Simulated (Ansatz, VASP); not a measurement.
**HfN in VASP and in Ansatz**

INCAR

```
ALGO = Normal
EDIFF = 1E-6
ENCUT = 520
GGA = PS
ISIF = 2
ISMEAR = 0
LASPH = True
LCHARG = False
LREAL = False
LWAVE = False
NBANDS = 14
NELM = 100
PREC = Accurate
SIGMA = 0.15
```

The input KPOINTS:

```
k-points
0
Gamma
  16 16 16
```

POSCAR

```
HfN
1.0
    0.0000000000      2.6512077600      2.2584362400
    2.6512077600      0.0000000000      2.2584362400
    2.6512077600      2.6512077600      0.0000000000
Hf N
1 1
Direct
    0.0000000000      0.0000000000      0.0000000000
    0.7500000000      0.7500000000      0.7500000000
```

Input for Ansatz:

```yaml
crystal:
  lattice:
    - [0.0, 2.65120776, 2.25843624]
    - [2.65120776, 0.0, 2.25843624]
    - [2.65120776, 2.65120776, 0.0]
  atoms:
    - { symbol: Hf, position: [0.0, 0.0, 0.0] }
    - { symbol: "N", position: [0.75, 0.75, 0.75] }
basis:
  ecutwfc: 420
kpoints:
  mp_grid: { grid: [16, 16, 16] }
hamiltonian:
  xc: pbesol
scf:
  occupations: { method: gaussian, width: 0.15 }
output:
  forces: true
  stress: true
  eigenvalues: true
```

Change from the starting cell: strain +0.080 along x and y, -0.080 along z, atoms carried along.

Alike in both runs: task single point; functional PBEsol; k mesh 16 × 16 × 16; occupations gaussian, width 0.15 eV; no spin polarisation.

|  | VASP | Ansatz |
| --- | --- | --- |
| version | VASP 6.6.1 | Ansatz 0.2.0 |
| potentials or method | VASP PAW PBE potentials, release 64 (Hf_pv, N), cutoff 520 eV | scalar-relativistic, plane waves, PAW |
| valence electrons in the cell | 15 | 31 |

```tsv
	VASP	Ansatz	Ansatz less VASP
gap on the k mesh at the Fermi level (eV)	none	none	-
pressure (GPa)	-18.3	-17.3	+1.00
traceless stress, the component that is largest in VASP (GPa)	12.41	12.34	-0.063
```

VASP's potentials were made for PBE, not for PBEsol. A gap of «none» marks a metal or a gap that the smearing closes. VASP's potentials hold 15 valence electrons a cell and Ansatz's 31, so a difference there can come from the potentials and not from the codes.

Spin-orbit coupling is off throughout.
